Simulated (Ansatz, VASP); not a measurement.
**Two plane-wave programs on In7O**

Contents of INCAR:

```
  PREC = Accurate
  ENCUT = 600
  EDIFF = 1E-7
  ISMEAR = 0
  SIGMA = 0.2
  LREAL = F
  LASPH = T
  NELM = 120
  ALGO = Normal
  ISIF = 3
  LWAVE = F
  LCHARG = F
  GGA = PE
  IBRION = 2
  NSW = 36
  EDIFFG = -0.08
  GGA_COMPAT = F
  NELMIN = 4
```

KPOINTS

```
regular mesh
0
Gamma
  6 6 1
```

File POSCAR:

```
In7O
1.0
    3.3500000000      0.0000000000      0.0000000000
   -1.6750000000      2.9011851000      0.0000000000
    0.0000000000      0.0000000000     18.3500000000
In O
7 1
Direct
    0.3333333300      0.6666666700      0.0736000000
    0.6666666700      0.3333333300      0.9264000000
    0.6666666700      0.3333333300      0.6420000000
    0.0000000000      0.0000000000      0.5000000000
    0.3333333300      0.6666666700      0.3580000000
    0.6666666700      0.3333333300      0.2160000000
    0.3333333300      0.6666666700      0.7840000000
    0.0000000000      0.0000000000      0.0000000000
```

Input for Ansatz:

```yaml
crystal:
  lattice:
    - [3.35, 0.0, 0.0]
    - [-1.675, 2.9011851, 0.0]
    - [0.0, 0.0, 18.35]
  atoms:
    - { symbol: In, position: [0.33333333, 0.66666667, 0.0736] }
    - { symbol: In, position: [0.66666667, 0.33333333, 0.9264] }
    - { symbol: In, position: [0.66666667, 0.33333333, 0.642] }
    - { symbol: In, position: [0.0, 0.0, 0.5] }
    - { symbol: In, position: [0.33333333, 0.66666667, 0.358] }
    - { symbol: In, position: [0.66666667, 0.33333333, 0.216] }
    - { symbol: In, position: [0.33333333, 0.66666667, 0.784] }
    - { symbol: O, position: [0.0, 0.0, 0.0] }
basis:
  ecutwfc: 420
kpoints:
  mp_grid: { grid: [6, 6, 1] }
hamiltonian:
  xc: pbe
scf:
  occupations: { method: gaussian, width: 0.2 }
  lower_state_search: "off"
output:
  forces: true
  stress: true
  eigenvalues: true
relax:
  adjacent_minimum: "off"
  f_tol: 0.08
  max_steps: 16
  cell: { stress_tol: 0.8 }
```

Alike in both runs: task relaxation of cell and atoms; functional PBE; k mesh 6 × 6 × 1; occupations gaussian, width 0.2 eV; no spin polarisation.

|  | VASP | Ansatz |
| --- | --- | --- |
| version | VASP 6.6.1 | Ansatz 0.2.0 |
| potentials or method | VASP PAW PBE potentials, release 64 (In_d, O), cutoff 600 eV | scalar-relativistic, plane waves, PAW |
| valence electrons in the cell | 97 | 97 |

```tsv
	VASP	Ansatz	Ansatz less VASP
gap on the k mesh at the Fermi level, each at its own relaxed structure (eV)	none	none	-
relaxed volume (Å³/atom)	24.72	24.48	-0.249
relaxed cell length with the largest relative difference (Å)	21.057	20.922	-0.1350
```

A gap of «none» marks a metal or a gap that the smearing closes.

The k mesh is coarse, so the values compare programs but aren't converged.
